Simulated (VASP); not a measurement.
# Sn (I4_1/amd) in VASP: further runs, part 2 of 2

VASP 6.6.1. The steps go on from the part before.

### Step 4. Single point, PBEsol (strain +0.030 along x and y, -0.015 along z)

Input file INCAR:

```
SYSTEM = Sn
PREC = Accurate
ENCUT = 520
EDIFF = 1E-6
ISMEAR = 0
SIGMA = 0.15
LREAL = .FALSE.
LASPH = .TRUE.
NELM = 100
ALGO = Fast
ISIF = 2
LWAVE = .FALSE.
LCHARG = .TRUE.
GGA = PS
LELF = .TRUE.
LVHAR = .TRUE.
NBANDS = 21
```

Input file KPOINTS:

```
regular mesh
0
G
  12 12 12
  0 0 0
```

Input file POSCAR:

```
Sn
1.0
    0.0000000000      3.3429680000      3.1969160000
    3.3429680000      0.0000000000      3.1969160000
    3.3429680000      3.3429680000      0.0000000000
Sn
2
Direct
    0.5000000000      0.5000000000      0.5000000000
    0.7500000000      0.7500000000      0.7500000000
```

Potentials or basis: VASP PAW PBE potentials, release 64 (Sn_d).

The run is started by

```console
cat potpaw_PBE.64/Sn_d/POTCAR > POTCAR
mpirun -np 1 vasp_std > vasp.out
```

OUTCAR:

```text
SYSTEM = Sn
   PREC = Accurate
   ENCUT = 520
   EDIFF = 1E-6
   ISMEAR = 0
   LREAL = .FALSE.
   LASPH = .TRUE.
   NELM = 100
   ISIF = 2
   GGA = PS

 ion  position               nearest neighbor table
   1  0.500  0.500  0.500-   2 2.85   2 2.85   2 2.85   2 2.85
   2  0.750  0.750  0.750-   1 2.85   1 2.85   1 2.85   1 2.85

  LATTYP: Found a body centered tetragonal cell.
 ALAT       =     4.7276706842
 C/A-ratio  =     1.3524275329

  Lattice vectors:

 A1 = (   0.0000000000,  -3.3429680000,  -3.1969160000)
 A2 = (   0.0000000000,   3.3429680000,  -3.1969160000)
 A3 = (   3.3429680000,   0.0000000000,   3.1969160000)

Analysis of symmetry for initial positions (statically):
=====================================================================
 Subroutine PRICEL returns:
 Original cell was already a primitive cell.

 Routine SETGRP: Setting up the symmetry group for a
 body centered tetragonal supercell.

 Subroutine GETGRP returns: Found 16 space group operations
 (whereof  8 operations were pure point group operations)
 out of a pool of 16 trial point group operations.

The static configuration has the point symmetry D_2d.
 The point group associated with its full space group is D_4h.

Analysis of symmetry for dynamics (positions and initial velocities):
=====================================================================
 Subroutine PRICEL returns:
 Original cell was already a primitive cell.

 Routine SETGRP: Setting up the symmetry group for a
 body centered tetragonal supercell.

 Subroutine GETGRP returns: Found 16 space group operations
 (whereof  8 operations were pure point group operations)
 out of a pool of 16 trial point group operations.

The dynamic configuration has the point symmetry D_2d.
 The point group associated with its full space group is D_4h.

 Subroutine INISYM returns: Found 16 space group operations
 (whereof  8 operations are pure point group operations),
 and found     1 'primitive' translations

----------------------------------------------------------------------------------------

                                     Primitive cell

  volume of cell :      71.4539

  direct lattice vectors                    reciprocal lattice vectors
     0.000000000  3.342968000  3.196916000    -0.149567690  0.149567690  0.156400731
     3.342968000  0.000000000  3.196916000     0.149567690 -0.149567690  0.156400731
     3.342968000  3.342968000  0.000000000     0.149567690  0.149567690 -0.156400731

  length of vectors
     4.625549368  4.625549368  4.727670684     0.263063065  0.263063065  0.263063065

  position of ions in fractional coordinates (direct lattice)
     0.500000000  0.500000000  0.500000000
     0.750000000  0.750000000  0.750000000

  ion indices of the primitive-cell ions
   primitive index   ion index
                 1           1
                 2           2

----------------------------------------------------------------------------------------

 KPOINTS: regular mesh

Automatic generation of k-mesh.
 Grid dimensions read from file:
 generate k-points for:   12   12   12

 Generating k-lattice:

  Cartesian coordinates                     Fractional coordinates (reciprocal lattice)
    -0.012463974  0.012463974  0.013033394     0.083333333  0.000000000  0.000000000
     0.012463974 -0.012463974  0.013033394     0.000000000  0.083333333  0.000000000
     0.012463974  0.012463974 -0.013033394     0.000000000  0.000000000  0.083333333

  Length of vectors
     0.021921922  0.021921922  0.021921922

  Shift w.r.t. Gamma in fractional coordinates (k-lattice)
     0.000000000  0.000000000  0.000000000

 Subroutine IBZKPT returns following result:
 ===========================================

 Found    163 irreducible k-points:

 Following reciprocal coordinates:
            Coordinates               Weight
  0.000000  0.000000  0.000000      1.000000
  0.083333  0.000000  0.000000      8.000000
  0.166667  0.000000  0.000000      8.000000
  0.250000  0.000000  0.000000      8.000000
  0.333333 -0.000000  0.000000      8.000000
  0.416667 -0.000000  0.000000      8.000000
[... 16 lines left out ...]
  0.500000  0.166667  0.000000      8.000000
 -0.416667  0.166667  0.000000      8.000000
 [... further k-points ...]
   k-points           NKPTS =    163   k-points in BZ     NKDIM =    163   number of bands    NBANDS=     21
   number of dos      NEDOS =    301   number of ions     NIONS =      2
   total plane-waves  NPLWV =  46656
   dimension x,y,z NGX =    36 NGY =   36 NGZ =   36
   dimension x,y,z NGXF=    72 NGYF=   72 NGZF=   72
   ions per type =               2
   NGX,Y,Z   is equivalent  to a cutoff of  12.94, 12.94, 12.66 a.u.
   NGXF,Y,Z  is equivalent  to a cutoff of  25.88, 25.88, 25.32 a.u.
 SYSTEM =  Sn
   PREC   = accura    normal or accurate (medium, high low for compatibility)
   ISTART =      0    job   : 0-new  1-cont  2-samecut
   ICHARG =      2    charge: 1-file 2-atom 10-const
   ISPIN  =      1    spin polarized calculation?
   LNONCOLLINEAR =      F non collinear calculations
   LSORBIT =      F    spin-orbit coupling
   LASPH  =      T    aspherical Exc in radial PAW
   ENCUT  =  520.0 eV  38.22 Ry    6.18 a.u.   8.60  8.60  8.79*2*pi/ulx,y,z
   NELM   =    100;   NELMIN=  2; NELMDL= -5     # of ELM steps
   EDIFF  = 0.1E-05   stopping-criterion for ELM
   LREAL  =      F    real-space projection
   EDIFFG = 0.1E-04   stopping-criterion for IOM
   NSW    =      0    number of steps for IOM
   IBRION =     -1    ionic relax: 0-MD 1-quasi-New 2-CG
   NFREE  =      0    steps in history (QN), initial steepest desc. (CG)
   ISIF   =      2    stress and relaxation
   ISYM   =      2    0-nonsym 1-usesym 2-fastsym
   POTIM  = 0.5000    time-step for ionic-motion
   TEBEG  =    0.0;   TEEND  =   0.0 temperature during run
   PSTRESS=    0.0 pullay stress
   NELECT =      28.0000    total number of electrons
   NUPDOWN=      -1.0000    fix difference up-down
   EMIN   =  10.00;   EMAX   =-10.00  energy-range for DOS
   EFERMI =   0.00;   METHOD = LEGACY
   ISMEAR =     0;   SIGMA  =   0.15  broadening in eV -4-tet -1-fermi 0-gaus
   EFERMI_NEDOS =   21; number of points for ismear=-14 and -15
   IALGO  =     68    algorithm
   IMIX   =      4    mixing-type and parameters
     AMIX     =   0.40;   BMIX     =  1.00
     AMIX_MAG =   1.60;   BMIX_MAG =  1.00
  volume/ion in A,a.u.               =      35.73       241.10
  Fermi-wavevector in a.u.,A,eV,Ry     =   1.197988  2.263868 19.526729  1.435174
  Thomas-Fermi vector in A             =   2.333888
   LORBIT       =      0    0 simple, 1 ext, 2 COOP (PROOUT), +10 PAW based schemes
   GGA     = PS    functional components
   LHFCALC =     F    Hartree Fock is set to
   AEXX    =    0.0000 exact exchange contribution
   IVDW    =     0    specifies the selected vdW correction
   LEPSILON=     F    determine dielectric tensor
   LRPA    =     F    only Hartree local field effects (RPA)
 non-spin polarized calculation
 RMM-DIIS sequential band-by-band and
 Gauss-broadening in eV      SIGMA  =   0.15
  energy-cutoff  :      520.00
  volume of cell :       71.45
 maximum number of plane-waves:      1944
   NGX = 17   NGY = 17   NGZ = 17

 number of electron      27.9999994 magnetization

 Free energy of the ion-electron system (eV)
  ---------------------------------------------------
  ext. energy  EPLUGINS =         0.00000000
  ---------------------------------------------------
  free energy    TOTEN  =        -8.45392335 eV

  energy without entropy =       -8.45175581  energy(sigma->0) =       -8.45283958

 E-fermi :   5.0077     XC(G=0):  -8.8744

 val. band max:        4.9069183870   @ k =   0.0833   0.0000   0.0833
 cond. band min:       5.0196726581   @ k =  -0.0833  -0.0000   0.0833
 fundamental gap:      0.1127542711
 Fermi energy:         5.0076800286

 k-point     1 :       0.0000    0.0000    0.0000
  band No.  band energies     occupation
      1     -16.4993      2.00000
      2     -16.4839      2.00000
      3     -16.4839      2.00000
      4     -16.4371      2.00000
      5     -16.4322      2.00000
      6     -16.1678      2.00000
[... 13 lines left out ...]
     20      12.5490      0.00000
     21      13.0167      0.00000

 k-point     2 :       0.0833    0.0000    0.0000
  band No.  band energies     occupation
      1     -16.5018      2.00000
      2     -16.4888      2.00000
      3     -16.4849      2.00000
      4     -16.4300      2.00000
      5     -16.4257      2.00000
      6     -16.1800      2.00000
[... 520 lines left out ...]
 k-point    24 :      -0.4167    0.1667    0.0000
  band No.  band energies     occupation
      1     -16.5466      2.00000
      2     -16.5201      2.00000
      3     -16.4330      2.00000
      4     -16.3708      2.00000
      5     -16.3565      2.00000
      6     -16.2343      2.00000
[... 13 lines left out ...]
     20      12.7750      0.00000
     21      13.0535      0.00000

 [... further k-points ...]
[... 5 lines left out ...]
  --------------------------------------------------------------------------------------
  -------------------------------------------------------------------------------------
  Total       -0.6124100     -0.6124100     -0.0619752      0.0000000     -0.0000000      0.0000000
  in kB      -13.7317919    -13.7317919     -1.3896417      0.0000000     -0.0000000      0.0000000
  external PRESSURE =      -9.6177418 kB  Pullay stress =       0.0000000 kB

 VOLUME and BASIS-vectors are now :
 -----------------------------------------------------------------------------
  energy-cutoff  :      520.00
  volume of cell :       71.45
      direct lattice vectors                 reciprocal lattice vectors
     0.000000000  3.342968000  3.196916000    -0.149567690  0.149567690  0.156400731
     3.342968000  0.000000000  3.196916000     0.149567690 -0.149567690  0.156400731
     3.342968000  3.342968000  0.000000000     0.149567690  0.149567690 -0.156400731

 POSITION                                       TOTAL-FORCE (eV/Angst)
 -----------------------------------------------------------------------------------
      3.34297      3.34297      3.19692         0.000000      0.000000     -0.000000
      5.01445      5.01445      4.79537        -0.000000     -0.000000      0.000000
 -----------------------------------------------------------------------------------
    total drift:                                0.000000      0.000000      0.000000

  FREE ENERGIE OF THE ION-ELECTRON SYSTEM (eV)
  ---------------------------------------------------
  free  energy   TOTEN  =        -8.4539233481 eV

  energy  without entropy=       -8.4517558089  energy(sigma->0) =       -8.45283958
```

OSZICAR:

```text
N       E                     dE             d eps       ncg     rms          rms(c)
DAV:   1     0.228488866686E+03    0.22849E+03   -0.14821E+04  6959   0.191E+03
DAV:   2     0.167165036032E+02   -0.21177E+03   -0.20730E+03  6881   0.447E+02
DAV:   3    -0.772548494376E+01   -0.24442E+02   -0.24308E+02  8094   0.140E+02
DAV:   4    -0.851906050337E+01   -0.79358E+00   -0.79329E+00  7806   0.286E+01
DAV:   5    -0.854643318940E+01   -0.27373E-01   -0.27372E-01  9963   0.517E+00    0.304E+00
RMM:   6    -0.848273674760E+01    0.63696E-01   -0.33258E-02  8446   0.226E+00    0.177E+00
RMM:   7    -0.845214096978E+01    0.30596E-01   -0.54774E-02  8459   0.252E+00    0.158E-01
RMM:   8    -0.845340791526E+01   -0.12669E-02   -0.10500E-02  8821   0.924E-01    0.649E-02
RMM:   9    -0.845388476840E+01   -0.47685E-03   -0.31228E-03 10788   0.476E-01    0.334E-02
RMM:  10    -0.845391068951E+01   -0.25921E-04   -0.25921E-04  9023   0.174E-01    0.102E-02
RMM:  11    -0.845392328849E+01   -0.12599E-04   -0.12669E-04 11571   0.871E-02    0.920E-03
RMM:  12    -0.845392334809E+01   -0.59598E-07   -0.83065E-06  8737   0.278E-02
   1 F= -.84539233E+01 E0= -.84528396E+01  d E =-.216754E-02
```

stdout:

```text
POSCAR found type information on POSCAR Sn
 POSCAR found :  1 types and       2 ions
 scaLAPACK will be used
 -----------------------------------------------------------------------------
|                                                                             |
|                                                                             |
|     You enforced a specific xc type in the INCAR file but a different       |
|     I HOPE YOU KNOW WHAT YOU ARE DOING!                                     |
|                                                                             |
 -----------------------------------------------------------------------------

 LDA part: xc-table for (Slater+PW92), standard interpolation
 POSCAR, INCAR and KPOINTS ok, starting setup
 FFT: planning ... GRIDC
 FFT: planning ... GRID_SOFT
 FFT: planning ... GRID
 WAVECAR not read
 entering main loop
```

It took 5.2 min on 1 thread of Intel Xeon 8259CL, shared host; peak memory 0.34 GiB.

What came out:

```yaml
Free_energy: -8.4539 eV
Pressure: -1.0 GPa
Band_gap_on_the_k_mesh: zero (bands 14 and 15 overlap by 0.20 eV)
```

Caveat: the cell differs from its parent crystal (strain +0.030 along x and y, -0.015 along z); the PAW data sets were made with another functional, which shifts forces and pressure a little; spin-orbit coupling is left out, which moves the levels of the heavy elements.

### Step 5. Single point, PBEsol (strain +0.030 along x and y, +0.000 along z)

Input file INCAR:

```
SYSTEM = Sn
  ALGO = Fast
  EDIFF = 1E-7
  ENCUT = 520
  GGA = PS
  ISIF = 2
  ISMEAR = 0
  LASPH = .TRUE.
  LCHARG = .FALSE.
  LREAL = .FALSE.
  LWAVE = .FALSE.
  NBANDS = 21
  NELM = 100
  PREC = Accurate
  SIGMA = 0.15
```

Input file KPOINTS:

```
k-points
0
G
  12 12 12
  0 0 0
```

Input file POSCAR:

```
Sn
1.0
    0.0000000000      3.3429680000      3.2456000000
    3.3429680000      0.0000000000      3.2456000000
    3.3429680000      3.3429680000      0.0000000000
Sn
2
Direct
    0.5000000000      0.5000000000      0.5000000000
    0.7500000000      0.7500000000      0.7500000000
```

The run is started by

```console
cat potpaw_PBE.64/Sn_d/POTCAR > POTCAR
mpirun -np 1 vasp_std > vasp.out
```

It took 6.2 min on 1 thread of Intel Xeon 8259CL, shared host; peak memory 0.34 GiB.

Results (log left out):

```yaml
Free_energy: -8.4509 eV
Pressure: -1.4 GPa
Band_gap_on_the_k_mesh: zero (bands 14 and 15 overlap by 0.21 eV)
```

Stress tensor (GPa, compression positive):
```
-1.73  0.00  0.00
 0.00 -1.73  0.00
 0.00  0.00 -0.89
```

Levels at points of the mesh, in eV from the Fermi level:
| k point | band 12 | band 13 | band 14 | band 15 | band 16 | band 17 |
| --- | --- | --- | --- | --- | --- | --- |
| (0.00, 0.00, 0.00) | -1.08 | 0.05 | 0.05 | 0.23 | 2.09 | 2.21 |
| (0.50, 0.00, 0.00) | -6.08 | -1.10 | -0.91 | -0.16 | 3.15 | 3.28 |
| (0.50, 0.50, 0.00) | -7.25 | -2.35 | -2.35 | 0.74 | 0.74 | 7.38 |
| (0.50, 0.00, 0.50) | -7.34 | -2.20 | -2.20 | 0.91 | 0.91 | 7.31 |

Caveat: the cell differs from its parent crystal (strain +0.030 along x and y, +0.000 along z); the PAW data sets were made with another functional, which shifts forces and pressure a little; spin-orbit coupling is left out, which moves the levels of the heavy elements.

### Step 6. The runs side by side

```csv
cell,further INCAR settings,gap on the mesh (eV),pressure (GPa)
"a = 4.590, b = 4.590, c = 4.659 Å, angles 59.5, 59.5, 61.0°, 2 atoms",ALGO = Fast; EDIFF = 1e-06; NBANDS = 21,none,0.3
"a = 4.592, b = 4.592, c = 4.728 Å, angles 59.0, 59.0, 62.0°, 2 atoms",ALGO = Fast; EDIFF = 1e-07; NBANDS = 21,none,-0.3
"a = 4.626, b = 4.626, c = 4.728 Å, angles 59.3, 59.3, 61.5°, 2 atoms",ALGO = Fast; EDIFF = 1e-06; NBANDS = 21,none,-1.0
"a = 4.659, b = 4.659, c = 4.728 Å, angles 59.5, 59.5, 61.0°, 2 atoms",ALGO = Fast; EDIFF = 1e-07; NBANDS = 21,none,-1.4
```

Alike in all rows: task single point; level PBEsol; potentials or basis VASP PAW PBE potentials, release 64 (Sn_d); no spin polarisation; k mesh 12 × 12 × 12; cutoff (eV) 520; smearing gaussian 0.15 eV.

Caveats: the PAW data sets were made with another functional, which shifts forces and pressure a little; spin-orbit coupling is left out, which moves the levels of the heavy elements.

Total energies depend on the potentials used, so only differences within one code and one set of settings carry meaning.

The gap in the log of VASP goes by the Fermi energy; the results here count the filled bands.